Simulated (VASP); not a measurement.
# Mg (P1) in VASP: notebook

The runs below take Mg through single point, with LDA.

All numbers are computed with VASP 6.6.1; they aren't measurements. Logs are shortened: lines on timing, memory, paths and dates and some standing lists are left out, and cuts for length are marked.

## (1) The cell of the first run

The typed cell holds 4 atoms: a = 6.419 Å, b = 3.209 Å, c = 5.210 Å, α = 90.00°, β = 90.00°, γ = 120.00°.

## (2) Single point, LDA

The input, INCAR:

```
SYSTEM = Mg
PREC     = Accurate       ! precision mode
ENCUT    = 520            ! plane-wave cutoff, eV
EDIFF    = 1E-6           ! SCF threshold, eV
ISMEAR   = -1             ! smearing method
SIGMA    = 0.08           ! smearing width, eV
LREAL    = .False.        ! projectors in reciprocal space
LASPH    = .True.         ! aspherical terms in the spheres
NELM     = 80             ! most SCF steps
ALGO     = Normal         ! electronic algorithm
ISIF     = 2              ! what is computed and relaxed
LWAVE    = .False.        ! write WAVECAR
LCHARG   = .True.         ! write CHGCAR
LELF     = .True.         ! ELF
LVHAR    = .True.       
NBANDS   = 12             ! bands
```

The input, KPOINTS:

```
regular mesh
0
Gamma
  4 7 4
  0 0 0
```

The input, POSCAR:

```
Mg
1.0
    6.4186000000      0.0000000000      0.0000000000
   -1.6046500000      2.7793353284      0.0000000000
    0.0000000000      0.0000000000      5.2103000000
Mg
4
Direct
    0.1573469341      0.6322893039      0.2531003973
    0.6750927791      0.6637917998      0.2579421530
    0.3309944719      0.3585044200      0.7504738691
    0.8413279285      0.3586803614      0.7454989156
```

Potentials or basis: VASP PAW LDA potentials, release 64 (Mg).

Started as:

```bash
$ cat potpaw_LDA.64/Mg/POTCAR > POTCAR
$ mpirun -np 1 vasp_std > vasp.out
```

OUTCAR:

```text
SYSTEM = Mg
   PREC = Accurate
   ENCUT = 520
   EDIFF = 1E-6
   ISMEAR = -1
   LREAL = .False.
   LASPH = .True.
   NELM = 80
   ISIF = 2

 ion  position               nearest neighbor table
   1  0.157  0.632  0.253-   2 3.10   4 3.11   3 3.12   3 3.14   2 3.15   4 3.18   2 3.27   3 3.29
                             3 3.31   2 3.32
   2  0.675  0.664  0.258-   4 3.10   1 3.10   1 3.15   4 3.19   3 3.20   4 3.20   3 3.27   1 3.27
                             4 3.30   1 3.32
   3  0.331  0.359  0.750-   1 3.12   1 3.14   4 3.14   4 3.18   2 3.20   4 3.24   2 3.27   4 3.28
                             1 3.29   1 3.31
   4  0.841  0.359  0.745-   2 3.10   1 3.11   3 3.14   3 3.18   1 3.18   2 3.19   2 3.20   3 3.24
                             3 3.28   2 3.30

  Warning from LATTYP: Monoclinic adjustment (A1->A3, A2->A1, A3->A2)!
  LATTYP: Found a simple orthorhombic cell.
 ALAT       =     3.2093000000
 B/A-ratio  =     1.6235004518
 C/A-ratio  =     1.7320508076

  Lattice vectors:

 A1 = (  -1.6046500000,   2.7793353284,   0.0000000000)
 A2 = (   0.0000000000,   0.0000000000,   5.2103000000)
 A3 = (   4.8139500000,   2.7793353284,   0.0000000000)

Analysis of symmetry for initial positions (statically):
=====================================================================
 Subroutine PRICEL returns:
 Original cell was already a primitive cell.

 Routine SETGRP: Setting up the symmetry group for a
 simple orthorhombic supercell.

 Subroutine GETGRP returns: Found  1 space group operations
 (whereof  1 operations were pure point group operations)
 out of a pool of  8 trial point group operations.

The static configuration has the point symmetry C_1 .

Analysis of symmetry for dynamics (positions and initial velocities):
=====================================================================
 Subroutine PRICEL returns:
 Original cell was already a primitive cell.

 Routine SETGRP: Setting up the symmetry group for a
 simple orthorhombic supercell.

 Subroutine GETGRP returns: Found  1 space group operations
 (whereof  1 operations were pure point group operations)
 out of a pool of  8 trial point group operations.

The dynamic configuration has the point symmetry C_1 .

 Subroutine INISYM returns: Found  1 space group operations
 (whereof  1 operations are pure point group operations),
 and found     1 'primitive' translations

----------------------------------------------------------------------------------------

                                     Primitive cell

  volume of cell :      92.9488

  direct lattice vectors                    reciprocal lattice vectors
     6.418600000  0.000000000  0.000000000     0.155797214  0.089949564  0.000000000
    -1.604650000  2.779335328  0.000000000     0.000000000  0.359798255  0.000000000
     0.000000000  0.000000000  5.210300000     0.000000000  0.000000000  0.191927528

  length of vectors
     6.418600000  3.209300000  5.210300000     0.179899127  0.359798255  0.191927528

  position of ions in fractional coordinates (direct lattice)
     0.157346934  0.632289304  0.253100397
     0.675092779  0.663791800  0.257942153
     0.330994472  0.358504420  0.750473869
     0.841327929  0.358680361  0.745498916

  ion indices of the primitive-cell ions
   primitive index   ion index
                 1           1
                 2           2
                 3           3
                 4           4

----------------------------------------------------------------------------------------

 KPOINTS: regular mesh

Automatic generation of k-mesh.
 Grid dimensions read from file:
 generate k-points for:    4    7    4

 Generating k-lattice:

  Cartesian coordinates                     Fractional coordinates (reciprocal lattice)
     0.038949304  0.022487391  0.000000000     0.250000000 -0.000000000  0.000000000
     0.000000000  0.051399751  0.000000000     0.000000000  0.142857143  0.000000000
     0.000000000  0.000000000  0.047981882     0.000000000  0.000000000  0.250000000

  Length of vectors
     0.044974782  0.051399751  0.047981882

  Shift w.r.t. Gamma in fractional coordinates (k-lattice)
     0.000000000  0.000000000  0.000000000

 -----------------------------------------------------------------------------
|                                                                             |
|           W    W    AA    RRRRR   N    N  II  N    N   GGGG   !!!           |
|           W    W   A  A   R    R  NN   N  II  NN   N  G    G  !!!           |
|           W    W  A    A  R    R  N N  N  II  N N  N  G       !!!           |
|           W WW W  AAAAAA  RRRRR   N  N N  II  N  N N  G  GGG   !            |
|           WW  WW  A    A  R   R   N   NN  II  N   NN  G    G                |
|           W    W  A    A  R    R  N    N  II  N    N   GGGG   !!!           |
|                                                                             |
|     Your reciprocal lattice and k-lattice belong to different lattice       |
|     classes:                                                                |
|                                                                             |
|        The reciprocal lattice is simple orthorhombic,                       |
|        whereas your k-lattice is simple monoclinic.                         |
|                                                                             |
|     Results are often still useful ...                                      |
|                                                                             |
 -----------------------------------------------------------------------------

 WARNING: IBZKPT: internal override: KBLOWUP is changed to .FALSE.
      ... skipping the blow-up phase ...

 Subroutine IBZKPT returns following result:
 ===========================================

 Found     58 irreducible k-points:

 Following reciprocal coordinates:
            Coordinates               Weight
  0.000000  0.000000  0.000000      1.000000
  0.250000  0.000000  0.000000      2.000000
  0.500000  0.000000  0.000000      1.000000
  0.000000  0.142857  0.000000      2.000000
  0.250000  0.142857  0.000000      2.000000
  0.500000  0.142857  0.000000      2.000000
[... 16 lines left out ...]
 -0.250000  0.142857  0.250000      2.000000
  0.000000  0.285714  0.250000      2.000000
 [... further k-points ...]
   k-points           NKPTS =     58   k-points in BZ     NKDIM =     58   number of bands    NBANDS=     12
   number of dos      NEDOS =    301   number of ions     NIONS =      4
   total plane-waves  NPLWV =  46080
   dimension x,y,z NGX =    48 NGY =   24 NGZ =   40
   dimension x,y,z NGXF=    96 NGYF=   48 NGZF=   80
   ions per type =               4
   NGX,Y,Z   is equivalent  to a cutoff of  12.43, 12.43, 12.76 a.u.
   NGXF,Y,Z  is equivalent  to a cutoff of  24.86, 24.86, 25.53 a.u.
 SYSTEM =  Mg
   PREC   = accura    normal or accurate (medium, high low for compatibility)
   ISTART =      0    job   : 0-new  1-cont  2-samecut
   ICHARG =      2    charge: 1-file 2-atom 10-const
   ISPIN  =      1    spin polarized calculation?
   LNONCOLLINEAR =      F non collinear calculations
   LSORBIT =      F    spin-orbit coupling
   LASPH  =      T    aspherical Exc in radial PAW
   ENCUT  =  520.0 eV  38.22 Ry    6.18 a.u.  11.93  5.97  9.69*2*pi/ulx,y,z
   NELM   =     80;   NELMIN=  2; NELMDL= -5     # of ELM steps
   EDIFF  = 0.1E-05   stopping-criterion for ELM
   LREAL  =      F    real-space projection
   EDIFFG = 0.1E-04   stopping-criterion for IOM
   NSW    =      0    number of steps for IOM
   IBRION =     -1    ionic relax: 0-MD 1-quasi-New 2-CG
   NFREE  =      0    steps in history (QN), initial steepest desc. (CG)
   ISIF   =      2    stress and relaxation
   ISYM   =      2    0-nonsym 1-usesym 2-fastsym
   POTIM  = 0.5000    time-step for ionic-motion
   TEBEG  =    0.0;   TEEND  =   0.0 temperature during run
   PSTRESS=    0.0 pullay stress
   NELECT =       8.0000    total number of electrons
   NUPDOWN=      -1.0000    fix difference up-down
   EMIN   =  10.00;   EMAX   =-10.00  energy-range for DOS
   EFERMI =   0.00;   METHOD = LEGACY
   ISMEAR =    -1;   SIGMA  =   0.08  broadening in eV -4-tet -1-fermi 0-gaus
   EFERMI_NEDOS =   21; number of points for ismear=-14 and -15
   IALGO  =     38    algorithm
   IMIX   =      4    mixing-type and parameters
     AMIX     =   0.40;   BMIX     =  1.00
     AMIX_MAG =   1.60;   BMIX_MAG =  1.00
  volume/ion in A,a.u.               =      23.24       156.81
  Fermi-wavevector in a.u.,A,eV,Ry     =   0.722809  1.365911  7.108401  0.522453
  Thomas-Fermi vector in A             =   1.812866
   LORBIT       =      0    0 simple, 1 ext, 2 COOP (PROOUT), +10 PAW based schemes
   GGA     = CA    functional components
   LHFCALC =     F    Hartree Fock is set to
   AEXX    =    0.0000 exact exchange contribution
   IVDW    =     0    specifies the selected vdW correction
   LEPSILON=     F    determine dielectric tensor
   LRPA    =     F    only Hartree local field effects (RPA)
 non-spin polarized calculation
  energy-cutoff  :      520.00
  volume of cell :       92.95
 maximum number of plane-waves:      2528
   NGX = 23   NGY = 11   NGZ = 19

 number of electron       8.0000000 magnetization

 Free energy of the ion-electron system (eV)
  ---------------------------------------------------
  ext. energy  EPLUGINS =         0.00000000
  ---------------------------------------------------
  free energy    TOTEN  =        -7.17969990 eV

  energy without entropy =       -7.14792281  energy(sigma->0) =       -7.16381136

 E-fermi :   2.3864     XC(G=0):  -8.6384

 val. band max:        2.3838858705   @ k =   0.5000   0.0000   0.0000
 cond. band min:       2.3906504994   @ k =   0.0000   0.4286   0.5000
 fundamental gap:      0.0067646289
 Fermi energy:         2.3863789520

 k-point     1 :       0.0000    0.0000    0.0000
  band No.  band energies     occupation
      1      -4.4650      2.00000
      2       0.2619      2.00000
      3       0.3125      2.00000
      4       0.7766      2.00000
      5       1.1334      2.00000
      6       5.0501      0.00000
      7       5.4637      0.00000
      8       5.6187      0.00000
      9       6.0215      0.00000
     10       9.1549      0.00000
     11      10.4162      0.00000
     12      13.2072      0.00000
[... 331 lines left out ...]
 k-point    24 :       0.0000    0.2857    0.2500
  band No.  band energies     occupation
      1      -2.5476      2.00000
      2      -0.5146      2.00000
      3       0.1374      2.00000
      4       2.0457      1.97209
      5       3.5119      0.00000
      6       4.6985      0.00000
      7       5.0393      0.00000
      8       5.7568      0.00000
      9       6.0966      0.00000
     10       7.1394      0.00000
     11       7.8701      0.00000
     12       8.0120      0.00000

 [... further k-points ...]
[... 5 lines left out ...]
  --------------------------------------------------------------------------------------
  -------------------------------------------------------------------------------------
  Total       -1.7234447     -1.8223707     -1.0010383      0.3487143     -0.0254264      0.0103240
  in kB      -29.7073522    -31.4125587    -17.2550925      6.0108563     -0.4382795      0.1779566
  external PRESSURE =     -26.1250011 kB  Pullay stress =       0.0000000 kB

 VOLUME and BASIS-vectors are now :
 -----------------------------------------------------------------------------
  energy-cutoff  :      520.00
  volume of cell :       92.95
      direct lattice vectors                 reciprocal lattice vectors
     6.418600000  0.000000000  0.000000000     0.155797214  0.089949564  0.000000000
    -1.604650000  2.779335328  0.000000000     0.000000000  0.359798255  0.000000000
     0.000000000  0.000000000  5.210300000     0.000000000  0.000000000  0.191927528

 POSITION                                       TOTAL-FORCE (eV/Angst)
 -----------------------------------------------------------------------------------
     -0.00466      1.75734      1.31873         0.102264      0.193805     -0.057932
      3.26800      1.84490      1.34396        -0.184366     -0.080593     -0.126527
      1.54925      0.99640      3.91019         0.163466     -0.037457      0.046195
      4.82459      0.99689      3.88427        -0.081364     -0.075754      0.138264
 -----------------------------------------------------------------------------------
    total drift:                               -0.000029      0.000021     -0.000011

  FREE ENERGIE OF THE ION-ELECTRON SYSTEM (eV)
  ---------------------------------------------------
  free  energy   TOTEN  =        -7.1796998978 eV

  energy  without entropy=       -7.1479228132  energy(sigma->0) =       -7.16381136
```

Wall time 37 s (1 thread of Intel Xeon Platinum 8259CL at 2.50GHz (Skylake/Cascade Lake), shared host); peak memory 0.19 GiB.

What came out:

```yaml
Free_energy: -7.1797 eV
Pressure: -2.6 GPa
Largest_force: 0.238 eV/Å
Band_gap_on_the_k_mesh: zero (band 4 reaches 3.25 eV, above the bottom of band 5 at 1.13 eV)
```

Forces in eV/Å, atoms in the order of the input:
```
Mg   0.102  0.194 -0.058
Mg  -0.184 -0.081 -0.127
Mg   0.163 -0.037  0.046
Mg  -0.081 -0.076  0.138
```

Levels at points of the mesh, in eV from the Fermi level:
```csv
k point,band 2,band 3,band 4,band 5,band 6,band 7
"(0.00, 0.00, 0.00)",-2.12,-2.07,-1.61,-1.25,2.66,3.08
"(0.50, 0.00, 0.00)",-5.54,-0.60,-0.39,-0.20,0.00,3.75
"(0.00, 0.00, 0.50)",-5.41,-1.05,-1.05,-0.45,-0.44,4.97
"(0.50, 0.00, 0.50)",-4.32,-4.22,-4.11,4.67,4.72,4.83
```

[end of part 1 of 2]
